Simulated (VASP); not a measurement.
# AlN (P6_3mc) in VASP: single point with PBE+D3(BJ)

Aim: the single point of AlN with PBE+D3(BJ).

Program: VASP 6.6.1. These are calculated values, not measurements. Logs are shortened: lines on timing, memory, paths and dates and some standing lists are left out, and cuts for length are marked.

**The experiment to reproduce.**

“Self-assembly of well-separated AlN nanowires directly on sputtered metallic TiN films”, 2019, arxiv:1910.07391 quotes, for a bulk crystal of AlN at 10 K: band gap 6.034 eV (an exciton energy, a little under the gap).

How close the calculation comes is told below.

## 1. The cell of the first run

It takes space group P6_3mc (No. 186, hexagonal). Conventional cell: a = 3.111 Å, b = 3.111 Å, c = 4.978 Å, α = 90.00°, β = 90.00°, γ = 120.00°. Within 2.5 Å of Al (site symmetry 3m) lie 4 N at 1.89 to 1.92 Å. Within 2.5 Å of N (site symmetry 3m) lie 4 Al at 1.89 to 1.92 Å.

## 2. Single point, PBE+D3(BJ)

Contents of INCAR:

```
SYSTEM = AlN
ALGO = Normal
EDIFF = 1E-6
ENCUT = 600
GGA = PE
GGA_COMPAT = .FALSE.
ISIF = 2
ISMEAR = 0
IVDW = 12
LASPH = .TRUE.
LCHARG = .FALSE.
LREAL = .FALSE.
LWAVE = .FALSE.
NBANDS = 16
NELM = 120
PREC = Accurate
SIGMA = 0.1
```

Contents of KPOINTS:

```
k-points
0
G
  6 6 4
  0 0 0
```

Contents of POSCAR:

```
AlN
1.0
    3.1110021516      0.0000000000      0.0000000000
   -1.5555010758      2.6942068945      0.0000000000
    0.0000000000      0.0000000000      4.9780000000
Al N
2 2
Direct
    0.3333333333      0.6666666667      0.0000000000
    0.6666666667      0.3333333333      0.5000000000
    0.3333333333      0.6666666667      0.3850000000
    0.6666666667      0.3333333333      0.8850000000
```

Potentials or basis: VASP PAW PBE potentials, release 64 (Al, N).

Run with:

```bash
$ cat potpaw_PBE.64/Al/POTCAR potpaw_PBE.64/N/POTCAR > POTCAR
$ mpirun -np 1 vasp_std > vasp.out
```

OUTCAR:

```text
SYSTEM = AlN
   EDIFF = 1E-6
   ENCUT = 600
   GGA = PE
   ISIF = 2
   ISMEAR = 0
   IVDW = 12
   LASPH = .TRUE.
   LREAL = .FALSE.
   NELM = 120
   PREC = Accurate
 IVDW          = 12

 ion  position               nearest neighbor table
   1  0.333  0.667  0.000-   4 1.89   4 1.89   4 1.89   3 1.92   2 3.07   2 3.07   2 3.07   2 3.07
                             2 3.07   2 3.07
   2  0.667  0.333  0.500-   3 1.89   3 1.89   3 1.89   4 1.92   1 3.07   1 3.07   1 3.07   1 3.07
                             1 3.07   1 3.07
   3  0.333  0.667  0.385-   2 1.89   2 1.89   2 1.89   1 1.92
   4  0.667  0.333  0.885-   1 1.89   1 1.89   1 1.89   2 1.92

  LATTYP: Found a hexagonal cell.
 ALAT       =     3.1110021516
 C/A-ratio  =     1.6001274694

  Lattice vectors:

 A1 = (   3.1110021516,   0.0000000000,   0.0000000000)
 A2 = (  -1.5555010758,   2.6942068945,   0.0000000000)
 A3 = (   0.0000000000,   0.0000000000,   4.9780000000)

Analysis of symmetry for initial positions (statically):
=====================================================================
 Subroutine PRICEL returns:
 Original cell was already a primitive cell.

 Routine SETGRP: Setting up the symmetry group for a
 hexagonal supercell.

 Subroutine GETGRP returns: Found 12 space group operations
 (whereof  6 operations were pure point group operations)
 out of a pool of 24 trial point group operations.

The static configuration has the point symmetry C_3v.
 The point group associated with its full space group is C_6v.

Analysis of symmetry for dynamics (positions and initial velocities):
=====================================================================
 Subroutine PRICEL returns:
 Original cell was already a primitive cell.

 Routine SETGRP: Setting up the symmetry group for a
 hexagonal supercell.

 Subroutine GETGRP returns: Found 12 space group operations
 (whereof  6 operations were pure point group operations)
 out of a pool of 24 trial point group operations.

The dynamic configuration has the point symmetry C_3v.
 The point group associated with its full space group is C_6v.

 Subroutine INISYM returns: Found 12 space group operations
 (whereof  6 operations are pure point group operations),
 and found     1 'primitive' translations

----------------------------------------------------------------------------------------
[... 93 lines left out ...]
   EDIFF  = 0.1E-05   stopping-criterion for ELM
   LREAL  =      F    real-space projection
   EDIFFG = 0.1E-04   stopping-criterion for IOM
   NSW    =      0    number of steps for IOM
   IBRION =     -1    ionic relax: 0-MD 1-quasi-New 2-CG
   NFREE  =      0    steps in history (QN), initial steepest desc. (CG)
   ISIF   =      2    stress and relaxation
   ISYM   =      2    0-nonsym 1-usesym 2-fastsym
   POTIM  = 0.5000    time-step for ionic-motion
   TEBEG  =    0.0;   TEEND  =   0.0 temperature during run
   PSTRESS=    0.0 pullay stress
   NELECT =      16.0000    total number of electrons
   NUPDOWN=      -1.0000    fix difference up-down
   EMIN   =  10.00;   EMAX   =-10.00  energy-range for DOS
   EFERMI =   0.00;   METHOD = LEGACY
   ISMEAR =     0;   SIGMA  =   0.10  broadening in eV -4-tet -1-fermi 0-gaus
   EFERMI_NEDOS =   21; number of points for ismear=-14 and -15
   IALGO  =     38    algorithm
   IMIX   =      4    mixing-type and parameters
     AMIX     =   0.40;   BMIX     =  1.00
     AMIX_MAG =   1.60;   BMIX_MAG =  1.00
  volume/ion in A,a.u.               =      10.43        70.39
  Fermi-wavevector in a.u.,A,eV,Ry     =   1.189377  2.247596 19.247033  1.414617
  Thomas-Fermi vector in A             =   2.325485
   LORBIT       =      0    0 simple, 1 ext, 2 COOP (PROOUT), +10 PAW based schemes
   GGA     = PE    functional components
   LHFCALC =     F    Hartree Fock is set to
   AEXX    =    0.0000 exact exchange contribution
   IVDW    =    12    specifies the selected vdW correction
   LEPSILON=     F    determine dielectric tensor
   LRPA    =     F    only Hartree local field effects (RPA)
 non-spin polarized calculation
 Gauss-broadening in eV      SIGMA  =   0.10
  energy-cutoff  :      600.00
  volume of cell :       41.72
 maximum number of plane-waves:      1412
 NGX is ok and might be reduce to    28
   NGX = 13   NGY = 13   NGZ = 19

 number of electron      16.0000001 magnetization

 Free energy of the ion-electron system (eV)
  ---------------------------------------------------
  ext. energy  EPLUGINS =         0.00000000
  ---------------------------------------------------
  free energy    TOTEN  =       -29.76980066 eV

  energy without entropy =      -29.76980066  energy(sigma->0) =      -29.76980066

 E-fermi :   6.6308     XC(G=0): -10.9149

 val. band max:        6.2202945070   @ k =   0.0000   0.0000   0.0000
 cond. band min:      10.3850750970   @ k =   0.0000   0.0000   0.0000
 fundamental gap:      4.1647805899
 Fermi energy:         6.6307676168

 k-point     1 :       0.0000    0.0000    0.0000
  band No.  band energies     occupation
      1      -9.0313      2.00000
      2      -6.8809      2.00000
      3       0.1861      2.00000
      4       5.2731      2.00000
      5       5.2731      2.00000
      6       5.9259      2.00000
[... 376 lines left out ...]
      3       1.3222      2.00000
      4       1.3222      2.00000
      5       2.2860      2.00000
      6       2.2860      2.00000
[... 8 lines left out ...]
     15      19.9636      0.00000
     16      19.9636      0.00000

------------------------ aborting loop because EDIFF is reached ----------------------------------------

 Edisp (eV)   -1.07536

 E8    (eV) :    -0.4200

  FORCE on cell =-STRESS in cart. coord.  units (eV):
  Direction    XX          YY          ZZ          XY          YZ          ZX
  --------------------------------------------------------------------------------------
  -------------------------------------------------------------------------------------
  Total      -0.00126    -0.00126    -0.46674     0.00000    -0.00000     0.00000
  in kB      -0.04838    -0.04838   -17.92246     0.00000    -0.00000     0.00000
  external pressure =       -6.01 kB  Pullay stress =        0.00 kB

 VOLUME and BASIS-vectors are now :
 -----------------------------------------------------------------------------
  energy-cutoff  :      600.00
  volume of cell :       41.72
      direct lattice vectors                 reciprocal lattice vectors
     3.111002152  0.000000000  0.000000000     0.321439829  0.185583372  0.000000000
    -1.555501076  2.694206895  0.000000000     0.000000000  0.371166744  0.000000000
     0.000000000  0.000000000  4.978000000     0.000000000  0.000000000  0.200883889

 POSITION                                       TOTAL-FORCE (eV/Angst)
 -----------------------------------------------------------------------------------
     -0.00000      1.79614      0.00000         0.000000     -0.000000      0.181091
      1.55550      0.89807      2.48900        -0.000000      0.000000      0.181091
     -0.00000      1.79614      1.91653         0.000000      0.000000     -0.181091
      1.55550      0.89807      4.40553        -0.000000      0.000000     -0.181091
 -----------------------------------------------------------------------------------
    total drift:                               -0.000000     -0.000000      0.000578

  FREE ENERGIE OF THE ION-ELECTRON SYSTEM (eV)
  ---------------------------------------------------
  free  energy   TOTEN  =       -30.8451649545 eV

  energy  without entropy=      -30.8451649545  energy(sigma->0) =      -30.84516495
```

stdout:

```text
POSCAR found type information on POSCAR AlN
 POSCAR found :  2 types and       4 ions
 scaLAPACK will be used
 LDA part: xc-table for (Slater+PW92), standard interpolation
 POSCAR, INCAR and KPOINTS ok, starting setup
 FFT: planning ... GRIDC
 FFT: planning ... GRID_SOFT
 FFT: planning ... GRID
 WAVECAR not read
 entering main loop
```

Wall time 13 s (1 thread of AMD EPYC 7R13 (Zen 3), shared host); peak memory 0.15 GiB.

What came out:

* Free energy: -30.8452 eV
* Pressure: -0.6 GPa
* Largest force: 0.181 eV/Å
* Band gap on the k mesh: 4.16 eV
* Dispersion energy per atom: -0.269 eV

Forces on the atoms (eV/Å):
```
Al   0.000  0.000  0.181
Al   0.000  0.000  0.181
N    0.000  0.000 -0.181
N    0.000  0.000 -0.181
```

Stress tensor (GPa, compression positive):
```
 0.00  0.00  0.00
 0.00  0.00  0.00
 0.00  0.00 -1.79
```

## 3. Comparison with measurements

Step 2. Measured gap of AlN: 6.034 eV (an exciton energy, a little under the gap; 10 K; quoted in “Self-assembly of well-separated AlN nanowires directly on sputtered metallic TiN films”, 2019, arxiv:1910.07391). This calculation gives 4.16 eV (-1.87 eV). 2 values of this kind are on record (6.034 to 6.0343 eV); this one was drawn at random. The value is that of PBE+D3(BJ), without temperature or zero-point motion. Semilocal functionals fall short of measured gaps as a rule.
